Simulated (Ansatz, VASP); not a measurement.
# Pt in VASP and in Ansatz

Contents of INCAR:

```
SYSTEM = Pt
ALGO = Normal ; EDIFF = 1E-6
ENCUT = 500 ; GGA = CA
GGA_COMPAT = .False. ; ISIF = 2
ISMEAR = -1 ; LASPH = .True.
LCHARG = .True. ; LELF = .True.
LREAL = .False. ; LVHAR = .True.
LWAVE = .False. ; NBANDS = 11
NELM = 120 ; PREC = Accurate
SIGMA = 0.05
```

The input KPOINTS:

```
k-points
0
Gamma
  13 13 13
  0 0 0
```

Contents of POSCAR:

```
Pt
1.0
    0.0000000000      1.9560000000      1.9560000000
    1.9560000000      0.0000000000      1.9560000000
    1.9560000000      1.9560000000      0.0000000000
Pt
1
Direct
    0.0000000000      0.0000000000      0.0000000000
```

Input for Ansatz:

```yaml
crystal:
  lattice:
    - [0.0, 1.956, 1.956]
    - [1.956, 0.0, 1.956]
    - [1.956, 1.956, 0.0]
  atoms:
    - { symbol: Pt, position: [0.0, 0.0, 0.0] }
hamiltonian:
  xc: lda
  pseudopotentials: { kind: paw }
basis:
  ecutwfc: 420
kpoints:
  mp_grid: { grid: [13, 13, 13] }
scf:
  occupations: { method: fermi_dirac, width: 0.05 }
  lower_state_search: "off"
  algorithm: density_mixing
  max_iter: 80
  mixing: { algorithm: broyden, ndim: 16, beta: 1.0, preconditioner: none }
output:
  forces: true
  stress: true
```

Alike in both runs: task single point; functional LDA; k mesh 13 × 13 × 13; occupations fermi-dirac, width 0.05 eV; no spin polarisation.

|  | VASP | Ansatz |
| --- | --- | --- |
| version | VASP 6.6.1 | Ansatz 0.2.0 |
| potentials or method | VASP PAW LDA potentials, release 64 (Pt), cutoff 500 eV | PAW, plane waves, scalar-relativistic |
| valence electrons in the cell | 10 | 18 |

```tsv
	VASP	Ansatz	Ansatz less VASP
pressure (GPa)	-3.4	-4.1	-0.72
```

LDA's correlation is that of Perdew and Zunger in VASP and of Perdew and Wang (1992) in Ansatz. VASP's potentials hold 10 valence electrons a cell and Ansatz's 18, so a difference there can come from the potentials and not from the codes.

Neither program's run includes spin-orbit coupling.
